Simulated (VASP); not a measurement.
A run of VASP 6.6.1 is set up as follows.

File INCAR:

```
PREC = Accurate
ENCUT = 520
EDIFF = 1E-6
ISMEAR = 0
SIGMA = 0.1
LREAL = Auto
LASPH = T
NELM = 80
ALGO = Fast
ISIF = 2
LWAVE = F
LCHARG = F
LDIPOL = T
IDIPOL = 3
DIPOL = 0.5 0.5 0.479
GGA = PE
IVDW = 12
NBANDS = 162
```

KPOINTS

```
regular mesh
0
Gamma
  3 3 1
```

Contents of POSCAR:

```
W10N
1.0
    6.3187499463      0.0000000000      0.0000000000
    0.0000000000      6.3187499463      0.0000000000
    0.0000000000      0.0000000000     24.3852499463
W N
20 2
Direct
    0.2500000000      0.7500000000      0.3280671725
    0.2500000000      0.2500000000      0.3280671725
    0.7500000000      0.7500000000      0.3280671725
    0.7500000000      0.2500000000      0.3280671725
    0.5000000000      0.5000000000      0.3928476234
    0.5000000000      0.0000000000      0.3928476234
    0.0000000000      0.5000000000      0.3928476234
    0.0000000000      0.0000000000      0.3928476234
    0.7525308551      0.2474756971      0.4576749266
    0.7479974938      0.7517893437      0.4577315146
    0.2482138865      0.2519876225      0.4577323677
    0.2507377421      0.7492787948      0.4576014661
    0.0030701328     -0.0031053669      0.5236940878
   -0.0043573001      0.5038777108      0.5233196332
    0.4961016624      0.0043103911      0.5233339593
    0.5047770450      0.4951754782      0.5227723695
    0.2801653208      0.7196859386      0.5836420871
    0.2236174916      0.2771856007      0.5841962531
    0.7228508992      0.7762708629      0.5841963509
    0.7746435311      0.2252302416      0.5883510164
    0.7872198704      0.2109211595      0.6723463451
    0.7901484663      0.2068889169      0.7186968136
```

Potentials or basis: VASP PAW PBE potentials, release 64 (W_sv, N).

The run is started by

```console
$ cat potpaw_PBE.64/W_sv/POTCAR potpaw_PBE.64/N/POTCAR > POTCAR
$ mpirun -np 1 vasp_std > vasp.out
```

Task: Predict the band gap on the k mesh.

Result: Zero (bands 145 and 146 overlap by 0.18 eV).

Task: Predict the largest force.

Result: 1.396 eV/Å.

Task: What does it give for the dispersion energy per atom?

Result: -0.439 eV.

Forces on the atoms (eV/Å):
```
W   -0.019  0.019  1.334
W    0.026 -0.023  1.294
W    0.023 -0.026  1.294
W   -0.056  0.056  1.349
W   -0.018  0.018 -1.395
W    0.043  0.009 -1.364
W   -0.008 -0.042 -1.365
W    0.008 -0.007 -1.321
W    0.004 -0.006  0.001
W   -0.004  0.003 -0.001
W   -0.004  0.002 -0.001
W    0.003 -0.004 -0.003
W    0.011 -0.011 -0.003
W   -0.018  0.013 -0.006
W   -0.013  0.019 -0.007
W    0.021 -0.020 -0.012
W   -0.027  0.027  0.056
W    0.019 -0.022  0.056
W    0.021 -0.018  0.056
W   -0.016  0.016  0.009
N   -0.016  0.024 -1.088
N    0.021 -0.026  1.115
```

Caveat: the standard files for N, O and F lose accuracy on very short bonds; spin-orbit coupling is left out, which moves the levels of the heavy elements.
